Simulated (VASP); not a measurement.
Crystal: CuO.

```xyz
2
Lattice="0.0000 2.2758 2.2758 2.2758 0.0000 2.2758 2.2758 2.2758 0.0000" Properties=species:S:1:pos:R:3 pbc="T T T"
Cu    0.0000    0.0000    0.0000
O     1.1379    1.1379    1.1379
```

Base run:

```yaml
Program: VASP 6.6.1
Functional: PBE
Potentials_or_basis: VASP PAW PBE potentials, release 64 (Cu_sv_GW, O)
Cutoff: 700 eV
k_mesh: 10 × 10 × 10
Occupations: fermi-dirac, width 0.05 eV
Spin: no spin polarisation
Hubbard_terms: Cu d U = 4.5 eV
```

Its results: pressure -4.5 GPa.

Question: The run is repeated on the same cell with these changes: potentials or basis from VASP PAW PBE potentials, release 64 (Cu_sv_GW, O) to VASP PAW PBE potentials, release 64 (Cu, O); cutoff from 700 eV to 520 eV; further incar settings from ALGO = Normal; EDIFF = 1e-06; NBANDS = 20 to ALGO = Normal; EDIFF = 1e-06; NBANDS = 16; valence electrons from 25 to 17. What comes out?

Answer: Pressure -3.8 GPa.

Caveats: an odd number of electrons without spin polarisation forces a metal; a magnetic or distorted state may lie lower; U without spin polarisation on a metal has little footing.
